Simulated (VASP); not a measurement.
SrTi2O4, 14 atoms in the cell. Symmetry: Cmcm, No. 63, orthorhombic system. Conventional cell: a = 3.035 Å, b = 9.515 Å, c = 9.864 Å, α = 90.00°, β = 90.00°, γ = 90.00°. Within 3.1 Å of Sr (site symmetry m2m) lie 9 O at 2.38 to 2.92 Å and 2 Sr at 3.04 Å and 2 Ti at 3.08 Å. Ti (site symmetry m) has 6 O at 1.91 to 2.05 Å within 2.5 Å. O (site symmetry m2m) has 2 Ti at 1.91 Å and 2 Sr at 2.38 Å within 2.5 Å. O (site symmetry m) has 3 Ti at 1.96 to 2.05 Å and 2 Sr at 2.38 Å and 2 O at 2.57 Å within 2.6 Å. O (site symmetry 2/m) has 4 Ti at 2.02 Å and 2 Sr at 2.70 Å and 12 O at 2.71 to 3.04 Å within 3.1 Å. 

| Quantity | Value |
| --- | --- |
| Program | VASP 6.6.1 |
| Task | single point |
| Functional | PBE |
| Potentials or basis | VASP PAW PBE potentials, release 64 (Sr_sv, Ti_sv, O) |
| Cutoff | 520 eV |
| k mesh | 10 × 10 × 4 |
| Occupations | gaussian, width 0.1 eV |
| Spin | no spin polarisation |
| Dipole correction | no |
| Further INCAR settings | ALGO = Normal; EDIFF = 1e-07; NBANDS = 71 |

Potentials or basis: VASP PAW PBE potentials, release 64 (Sr_sv, Ti_sv, O).

Run with:

```sh
$ cat potpaw_PBE.64/Sr_sv/POTCAR potpaw_PBE.64/Ti_sv/POTCAR potpaw_PBE.64/O/POTCAR > POTCAR
$ mpirun -np 1 vasp_std > vasp.out
```

Hardware: 1 thread of Intel(R) Xeon(R) Platinum 8488C (Sapphire Rapids) (shared host).

**Question.** Estimate the wall time of this run.

**Answer.** Run time: 35 min on 1 thread of Intel(R) Xeon(R) Platinum 8488C (Sapphire Rapids) (shared host), peak memory 0.85 GiB. Counts: scf iterations 20, k points 93.
